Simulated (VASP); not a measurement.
Runs of VASP 6.6.1 on Pb. The structure is that of space group Fd-3m (No. 227), or close to it. The cells are those of the table. 

```csv
task,cell,k mesh,cutoff (eV),gap on the mesh (eV),pressure (GPa)
single point,"a = 5.070 Å, angles 60.0°, 2 atoms",9 × 9 × 9,520,none,-0.1
single point,"a = 4.931 Å, angles 60.0°, 2 atoms",9 × 9 × 9,520,none,2.1
relaxation of cell and atoms,"relaxed from a = 4.874 Å, angles 60.0°, 2 atoms",8 × 8 × 8,600,none,0.0
single point,"a = 5.001 Å, angles 60.0°, 2 atoms",9 × 9 × 9,520,none,(a)
single point,"a = 5.202 Å, angles 60.0°, 2 atoms",9 × 9 × 9,520,none,-1.4
```

Alike in all rows: level RPBE; potentials or basis VASP PAW PBE potentials, release 64 (Pb_d); no spin polarisation; smearing fermi-dirac 0.1 eV.

**Question.** Fill in the values left out.

**Answer.** (a) 0.9.

Caveats: the PAW data sets were made with another functional, which shifts forces and pressure a little; spin-orbit coupling is left out, which moves the levels of the heavy elements.

A k mesh can miss the band edges, and the runs leave out spin-orbit coupling on Pb.

A gap of «none» marks levels without a gap at the run's occupations.
